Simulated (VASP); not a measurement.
# CoSi2 (Fm-3m) in VASP: further runs

CoSi2 is run at these levels: PBE+D3(BJ); tasks: single point, relaxation of cell and atoms.

Everything below comes from runs of VASP 6.6.1. Logs are shortened: lines on timing, memory, paths and dates and some standing lists are left out, and cuts for length are marked.

## (1) The cell of the first run

It takes space group Fm-3m (No. 225, cubic). Conventional cell: a = 5.304 Å, b = 5.304 Å, c = 5.304 Å, α = 90.00°, β = 90.00°, γ = 90.00°. Co (site symmetry m-3m) has 8 Si at 2.30 Å within 3.0 Å. Si (site symmetry -43m) has 4 Co at 2.30 Å and 6 Si at 2.65 Å within 3.0 Å.

## (2) Single point, PBE+D3(BJ)

INCAR reads:

```
SYSTEM = CoSi2
PREC = Accurate
ENCUT = 520
EDIFF = 1E-7
ISMEAR = 0
SIGMA = 0.1
LREAL = .FALSE.
LASPH = .TRUE.
NELM = 80
ALGO = Normal
ISIF = 2
LWAVE = .FALSE.
LCHARG = .FALSE.
GGA = PE
IVDW = 12
NBANDS = 16
```

KPOINTS reads:

```
regular mesh
0
G
  14 14 14
  0 0 0
```

POSCAR reads:

```
CoSi2
1.0
    0.0000000000      2.6520893463      2.6520893463
    2.6520893463      0.0000000000      2.6520893463
    2.6520893463      2.6520893463      0.0000000000
Co Si
1 2
Direct
    0.0000000000      0.0000000000      0.0000000000
    0.2500000000      0.2500000000      0.2500000000
    0.7500000000      0.7500000000      0.7500000000
```

Potentials or basis: VASP PAW PBE potentials, release 64 (Co, Si).

On the command line:

```sh
$ cat potpaw_PBE.64/Co/POTCAR potpaw_PBE.64/Si/POTCAR > POTCAR
$ mpirun -np 1 vasp_std > vasp.out
```

OUTCAR:

```text
SYSTEM = CoSi2
   PREC = Accurate
   ENCUT = 520
   EDIFF = 1E-7
   ISMEAR = 0
   LREAL = .FALSE.
   LASPH = .TRUE.
   NELM = 80
   ISIF = 2
   GGA = PE
   IVDW = 12
 IVDW          = 12

 ion  position               nearest neighbor table
   1  0.000  0.000  0.000-   3 2.30   3 2.30   3 2.30   2 2.30   3 2.30   2 2.30   2 2.30   2 2.30

   2  0.250  0.250  0.250-   1 2.30   1 2.30   1 2.30   1 2.30   3 2.65   3 2.65   3 2.65   3 2.65
                             3 2.65   3 2.65
   3  0.750  0.750  0.750-   1 2.30   1 2.30   1 2.30   1 2.30   2 2.65   2 2.65   2 2.65   2 2.65
                             2 2.65   2 2.65

  LATTYP: Found a face centered cubic cell.
 ALAT       =     5.3041786926

  Lattice vectors:

 A1 = (   0.0000000000,   2.6520893463,   2.6520893463)
 A2 = (   2.6520893463,   0.0000000000,   2.6520893463)
 A3 = (   2.6520893463,   2.6520893463,   0.0000000000)

Analysis of symmetry for initial positions (statically):
=====================================================================
 Subroutine PRICEL returns:
 Original cell was already a primitive cell.

 Routine SETGRP: Setting up the symmetry group for a
 face centered cubic supercell.

 Subroutine GETGRP returns: Found 48 space group operations
 (whereof 48 operations were pure point group operations)
 out of a pool of 48 trial point group operations.

The static configuration has the point symmetry O_h .

Analysis of symmetry for dynamics (positions and initial velocities):
=====================================================================
 Subroutine PRICEL returns:
 Original cell was already a primitive cell.

 Routine SETGRP: Setting up the symmetry group for a
 face centered cubic supercell.

 Subroutine GETGRP returns: Found 48 space group operations
 (whereof 48 operations were pure point group operations)
 out of a pool of 48 trial point group operations.

The dynamic configuration has the point symmetry O_h .

 Subroutine INISYM returns: Found 48 space group operations
 (whereof 48 operations are pure point group operations),
 and found     1 'primitive' translations

----------------------------------------------------------------------------------------

                                     Primitive cell

  volume of cell :      37.3074

  direct lattice vectors                    reciprocal lattice vectors
     0.000000000  2.652089346  2.652089346    -0.188530602  0.188530602  0.188530602
     2.652089346  0.000000000  2.652089346     0.188530602 -0.188530602  0.188530602
     2.652089346  2.652089346  0.000000000     0.188530602  0.188530602 -0.188530602

  length of vectors
     3.750620722  3.750620722  3.750620722     0.326544581  0.326544581  0.326544581

  position of ions in fractional coordinates (direct lattice)
     0.000000000  0.000000000  0.000000000
     0.250000000  0.250000000  0.250000000
     0.750000000  0.750000000  0.750000000

  ion indices of the primitive-cell ions
   primitive index   ion index
                 1           1
                 2           2
                 3           3

----------------------------------------------------------------------------------------

 KPOINTS: regular mesh

Automatic generation of k-mesh.
 Grid dimensions read from file:
 generate k-points for:   14   14   14

 Generating k-lattice:

  Cartesian coordinates                     Fractional coordinates (reciprocal lattice)
    -0.013466472  0.013466472  0.013466472     0.071428571  0.000000000  0.000000000
     0.013466472 -0.013466472  0.013466472     0.000000000  0.071428571  0.000000000
     0.013466472  0.013466472 -0.013466472     0.000000000  0.000000000  0.071428571

  Length of vectors
     0.023324613  0.023324613  0.023324613

  Shift w.r.t. Gamma in fractional coordinates (k-lattice)
     0.000000000  0.000000000  0.000000000

 Subroutine IBZKPT returns following result:
 ===========================================

 Found    104 irreducible k-points:

 Following reciprocal coordinates:
            Coordinates               Weight
  0.000000  0.000000  0.000000      1.000000
  0.071429  0.000000  0.000000      8.000000
  0.142857  0.000000  0.000000      8.000000
  0.214286  0.000000  0.000000      8.000000
  0.285714  0.000000  0.000000      8.000000
  0.357143  0.000000  0.000000      8.000000
[... 16 lines left out ...]
  0.214286  0.142857  0.000000     24.000000
  0.285714  0.142857  0.000000     24.000000
 [... further k-points ...]
   k-points           NKPTS =    104   k-points in BZ     NKDIM =    104   number of bands    NBANDS=     16
   number of dos      NEDOS =    301   number of ions     NIONS =      3
   total plane-waves  NPLWV =  21952
   dimension x,y,z NGX =    28 NGY =   28 NGZ =   28
   dimension x,y,z NGXF=    56 NGYF=   56 NGZF=   56
   ions per type =               1   2
   NGX,Y,Z   is equivalent  to a cutoff of  12.41, 12.41, 12.41 a.u.
   NGXF,Y,Z  is equivalent  to a cutoff of  24.82, 24.82, 24.82 a.u.
 SYSTEM =  CoSi2
   PREC   = accura    normal or accurate (medium, high low for compatibility)
   ISTART =      0    job   : 0-new  1-cont  2-samecut
   ICHARG =      2    charge: 1-file 2-atom 10-const
   ISPIN  =      1    spin polarized calculation?
   LNONCOLLINEAR =      F non collinear calculations
   LSORBIT =      F    spin-orbit coupling
   LASPH  =      T    aspherical Exc in radial PAW
   ENCUT  =  520.0 eV  38.22 Ry    6.18 a.u.   6.97  6.97  6.97*2*pi/ulx,y,z
   NELM   =     80;   NELMIN=  2; NELMDL= -5     # of ELM steps
   EDIFF  = 0.1E-06   stopping-criterion for ELM
   LREAL  =      F    real-space projection
   EDIFFG = 0.1E-05   stopping-criterion for IOM
   NSW    =      0    number of steps for IOM
   IBRION =     -1    ionic relax: 0-MD 1-quasi-New 2-CG
   NFREE  =      0    steps in history (QN), initial steepest desc. (CG)
   ISIF   =      2    stress and relaxation
   ISYM   =      2    0-nonsym 1-usesym 2-fastsym
   POTIM  = 0.5000    time-step for ionic-motion
   TEBEG  =    0.0;   TEEND  =   0.0 temperature during run
   PSTRESS=    0.0 pullay stress
   NELECT =      17.0000    total number of electrons
   NUPDOWN=      -1.0000    fix difference up-down
   EMIN   =  10.00;   EMAX   =-10.00  energy-range for DOS
   EFERMI =   0.00;   METHOD = LEGACY
   ISMEAR =     0;   SIGMA  =   0.10  broadening in eV -4-tet -1-fermi 0-gaus
   EFERMI_NEDOS =   21; number of points for ismear=-14 and -15
   IALGO  =     38    algorithm
   IMIX   =      4    mixing-type and parameters
     AMIX     =   0.40;   BMIX     =  1.00
     AMIX_MAG =   1.60;   BMIX_MAG =  1.00
  volume/ion in A,a.u.               =      12.44        83.92
  Fermi-wavevector in a.u.,A,eV,Ry     =   1.259775  2.380630 21.592896  1.587033
  Thomas-Fermi vector in A             =   2.393318
   LORBIT       =      0    0 simple, 1 ext, 2 COOP (PROOUT), +10 PAW based schemes
   GGA     = PE    functional components
   LHFCALC =     F    Hartree Fock is set to
   AEXX    =    0.0000 exact exchange contribution
   IVDW    =    12    specifies the selected vdW correction
   LEPSILON=     F    determine dielectric tensor
   LRPA    =     F    only Hartree local field effects (RPA)
 non-spin polarized calculation
 Gauss-broadening in eV      SIGMA  =   0.10
  energy-cutoff  :      520.00
  volume of cell :       37.31
 maximum number of plane-waves:      1020
   NGX = 13   NGY = 13   NGZ = 13

 number of electron      17.0000006 magnetization

 Free energy of the ion-electron system (eV)
  ---------------------------------------------------
  ext. energy  EPLUGINS =         0.00000000
  ---------------------------------------------------
  free energy    TOTEN  =       -19.27682028 eV

  energy without entropy =      -19.27176538  energy(sigma->0) =      -19.27429283

 E-fermi :  10.5041     XC(G=0): -11.8810

 val. band max:       10.5040568499   @ k =   0.4286   0.2143   0.0714
 cond. band min:      10.5141751753   @ k =   0.3571   0.0714   0.0000
 fundamental gap:      0.0101183254
 Fermi energy:        10.5040820096

 k-point     1 :       0.0000    0.0000    0.0000
  band No.  band energies     occupation
      1      -2.8614      2.00000
      2       6.2812      2.00000
      3       6.2812      2.00000
      4       6.2812      2.00000
      5       8.4860      2.00000
      6       8.4860      2.00000
[... 8 lines left out ...]
     15      16.2865      0.00000
     16      16.2865      0.00000

 k-point     2 :       0.0714    0.0000    0.0000
  band No.  band energies     occupation
      1      -2.7822      2.00000
      2       6.0938      2.00000
      3       6.3097      2.00000
      4       6.3097      2.00000
      5       8.4614      2.00000
      6       8.4614      2.00000
[... 8 lines left out ...]
     15      15.9916      0.00000
     16      16.1398      0.00000

 k-point     3 :       0.1429    0.0000    0.0000
  band No.  band energies     occupation
      1      -2.5455      2.00000
      2       5.5763      2.00000
      3       6.3899      2.00000
      4       6.3899      2.00000
      5       8.4025      2.00000
      6       8.4025      2.00000
[... 8 lines left out ...]
     15      15.8891      0.00000
     16      16.5670      0.00000

 k-point     4 :       0.2143    0.0000    0.0000
  band No.  band energies     occupation
      1      -2.1547      2.00000
      2       4.8139      2.00000
      3       6.5047      2.00000
      4       6.5047      2.00000
      5       8.3495      2.00000
      6       8.3495      2.00000
[... 8 lines left out ...]
     15      16.7165      0.00000
     16      17.6565      0.00000

 k-point     5 :       0.2857    0.0000    0.0000
  band No.  band energies     occupation
      1      -1.6161      2.00000
      2       3.8860      2.00000
      3       6.6240      2.00000
      4       6.6240      2.00000
      5       8.3560      2.00000
      6       8.3560      2.00000
[... 8 lines left out ...]
     15      17.7938      0.00000
     16      18.6973      0.00000

 k-point     6 :       0.3571    0.0000    0.0000
  band No.  band energies     occupation
      1      -0.9405      2.00000
      2       2.8708      2.00000
      3       6.7146      2.00000
      4       6.7146      2.00000
      5       8.4650      2.00000
      6       8.4650      2.00000
[... 8 lines left out ...]
     15      18.9923      0.00000
     16      19.7999      0.00000
[... 267 lines left out ...]
 k-point    21 :      -0.0714    0.0714    0.0000
  band No.  band energies     occupation
      1      -2.6504      2.00000
      2       5.8435      2.00000
      3       6.2796      2.00000
      4       6.3907      2.00000
      5       8.3614      2.00000
      6       8.4843      2.00000
[... 8 lines left out ...]
     15      16.2012      0.00000
     16      16.5399      0.00000

 k-point    22 :       0.1429    0.1429    0.0000
  band No.  band energies     occupation
      1      -2.4402      2.00000
      2       5.6681      2.00000
      3       6.3063      2.00000
      4       6.3063      2.00000
      5       8.0712      2.00000
      6       8.5939      2.00000
[... 8 lines left out ...]
     15      17.0358      0.00000
     16      17.0358      0.00000

 k-point    23 :       0.2143    0.1429    0.0000
  band No.  band energies     occupation
      1      -2.1533      2.00000
      2       5.2382      2.00000
      3       6.3462      2.00000
      4       6.3865      2.00000
      5       7.8433      2.00000
      6       8.6333      2.00000
[... 8 lines left out ...]
     15      17.9234      0.00000
     16      18.0567      0.00000

 k-point    24 :       0.2857    0.1429    0.0000
  band No.  band energies     occupation
      1      -1.7154      2.00000
      2       4.5435      2.00000
      3       6.4263      2.00000
      4       6.4998      2.00000
      5       7.6461      2.00000
      6       8.6734      2.00000
[... 8 lines left out ...]
     15      18.9409      0.00000
     16      19.2375      0.00000

 [... further k-points ...]

------------------------ aborting loop because EDIFF is reached ----------------------------------------

 Edisp (eV)   -1.36690

 E8    (eV) :    -0.5755

  FORCE on cell =-STRESS in cart. coord.  units (eV):
  Direction    XX          YY          ZZ          XY          YZ          ZX
  --------------------------------------------------------------------------------------
  -------------------------------------------------------------------------------------
  Total      -0.04196    -0.04196    -0.04196     0.00000    -0.00000    -0.00000
  in kB      -1.80219    -1.80219    -1.80219     0.00000    -0.00000    -0.00000
  external pressure =       -1.80 kB  Pullay stress =        0.00 kB

 VOLUME and BASIS-vectors are now :
 -----------------------------------------------------------------------------
  energy-cutoff  :      520.00
  volume of cell :       37.31
      direct lattice vectors                 reciprocal lattice vectors
     0.000000000  2.652089346  2.652089346    -0.188530602  0.188530602  0.188530602
     2.652089346  0.000000000  2.652089346     0.188530602 -0.188530602  0.188530602
     2.652089346  2.652089346  0.000000000     0.188530602  0.188530602 -0.188530602

 POSITION                                       TOTAL-FORCE (eV/Angst)
 -----------------------------------------------------------------------------------
      0.00000      0.00000      0.00000         0.000000      0.000000     -0.000000
      1.32604      1.32604      1.32604        -0.000000     -0.000000     -0.000000
      3.97813      3.97813      3.97813         0.000000      0.000000      0.000000
 -----------------------------------------------------------------------------------
    total drift:                               -0.000000     -0.000000      0.000000

  FREE ENERGIE OF THE ION-ELECTRON SYSTEM (eV)
  ---------------------------------------------------
  free  energy   TOTEN  =       -20.6437190830 eV

  energy  without entropy=      -20.6386641843  energy(sigma->0) =      -20.64119163
```

Run time: 30 s. Hardware: 1 thread of Intel Xeon 6975P-C (Granite Rapids), shared host; peak memory 0.21 GiB.

Results:

```yaml
Free_energy: -20.6437 eV
Pressure: -0.2 GPa
Dispersion_energy_per_atom: -0.456 eV
```

Caveat: pairwise dispersion overbinds metals, which lowers pressure and volume. Spin polarisation is off, so any magnetic state and its effect on volume and gap are missing.

(Continued in part 2 of 2.)
